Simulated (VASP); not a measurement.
Wanted: the native input for a VASP 6.6.1 run.

```
Task                   : relaxation of cell and atoms
Functional             : PBE
Potentials or basis    : VASP PAW PBE potentials, release 64 (Mg, Zn, S)
Cutoff                 : 600 eV
k mesh                 : 6 × 6 × 6
Occupations            : gaussian, width 0.1 eV
Spin                   : no spin polarisation
Dipole correction      : no
Further INCAR settings : ALGO = Normal; EDIFF = 1e-06; IBRION = 2; EDIFFG = -0.04; NSW = 90; ISIF = 3
```

The structure of Mg2ZnS3 lies in POSCAR:

```
Mg2ZnS3
1.0
   -1.9166031400      1.9166031400      8.1314584500
    1.9166031400     -1.9166031400      8.1314584500
    1.9166031400      1.9166031400     -8.1314584500
Mg Zn S
2 1 3
Direct
    0.4166666700      0.9166666700      0.5000000000
    0.0833333300      0.5833333300      0.5000000000
    0.7500000000      0.2500000000      0.5000000000
    0.0000000000      0.0000000000      0.0000000000
    0.6666666700      0.6666666700      0.0000000000
    0.3333333300      0.3333333300      0.0000000000
```

These files were run (other wordings do the same):

INCAR

```
ALGO = Normal
EDIFF = 1E-6
EDIFFG = -0.04
ENCUT = 600
GGA = PE
IBRION = 2
ISIF = 3
ISMEAR = 0
LASPH = T
LCHARG = F
LREAL = F
LWAVE = F
NELM = 60
NSW = 90
PREC = Accurate
SIGMA = 0.1
```

KPOINTS

```
k-points
0
Gamma
  6 6 6
```

Potentials or basis: VASP PAW PBE potentials, release 64 (Mg, Zn, S).

Run with:

```sh
$ cat potpaw_PBE.64/Mg/POTCAR potpaw_PBE.64/Zn/POTCAR potpaw_PBE.64/S/POTCAR > POTCAR
$ mpirun -np 1 vasp_std > vasp.out
```

Results of the run:

* Relaxed volume: 22.10 Å³/atom
* Relaxed cell: a = 8.875 Å, b = 8.875 Å, c = 8.875 Å, α = 154.16°, β = 154.16°, γ = 36.86°
* Space group after relaxing (to 0.1 Å): I-4m2 (No. 119)
* Energy gained by relaxing: 58.6 meV/atom
* Ionic steps: 8
* Pressure after relaxing: 0.0 GPa
* Largest force after relaxing: 0.017 eV/Å
* Band gap on the k mesh: 2.78 eV

Run time: 19 min on 1 thread of Intel(R) Xeon(R) 6975P-C (Granite Rapids), on a shared host, peak memory 0.83 GiB.
